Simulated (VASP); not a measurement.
Wanted: the native input for a VASP 6.6.1 run.

| Property | Result |
| --- | --- |
| Task | single point |
| Functional | PBE |
| Potentials or basis | VASP PAW PBE potentials, release 64 (W_sv, Se) |
| Cutoff | 520 eV |
| k mesh | 12 × 12 × 2 |
| Occupations | fermi-dirac, width 0.02 eV |
| Spin | no spin polarisation |
| Dipole correction | no |
| Further INCAR settings | ALGO = Normal; EDIFF = 1e-06; NBANDS = 35 |

The structure of WSe2 lies in POSCAR:

```
WSe2
1.0
    3.3207734800      0.0000000000      0.0000000000
   -1.6603867400      2.8758741939      0.0000000000
    0.0000000000      0.0000000000     15.2121076160
W Se
2 4
Direct
    0.3333333333      0.6666666667      0.2500000000
    0.6666666667      0.3333333333      0.7500000000
    0.3333333333      0.6666666667      0.6396936293
    0.6666666667      0.3333333333      0.1396936293
    0.3333333333      0.6666666667      0.8603063707
    0.6666666667      0.3333333333      0.3603063707
```

The input as run:

INCAR

```
SYSTEM = WSe2
  PREC = Accurate
  ENCUT = 520
  EDIFF = 1E-6
  ISMEAR = -1
  SIGMA = 0.02
  LREAL = .FALSE.
  LASPH = .TRUE.
  NELM = 100
  ALGO = Normal
  ISIF = 2
  LWAVE = .FALSE.
  LCHARG = .FALSE.
  GGA = PE
  NBANDS = 35
```

KPOINTS

```
regular mesh
0
G
  12 12 2
  0 0 0
```

Potentials or basis: VASP PAW PBE potentials, release 64 (W_sv, Se).

Launch:

```sh
$ cat potpaw_PBE.64/W_sv/POTCAR potpaw_PBE.64/Se/POTCAR > POTCAR
$ mpirun -np 1 vasp_std > vasp.out
```

It gave:

```
Pressure               : 0.3 GPa
Largest force          : 0.048 eV/Å
Band gap on the k mesh : 1.47 eV (least direct gap 1.52 eV)
```

Caveat: spin-orbit coupling is left out, which moves the levels of the heavy elements; this functional lacks dispersion, which binds layers or chains, so the pressure and a relaxed spacing across them are unreliable.

Wall time 5.5 min on 1 thread of Intel Xeon 8259CL, on a shared host, peak memory 0.38 GiB.
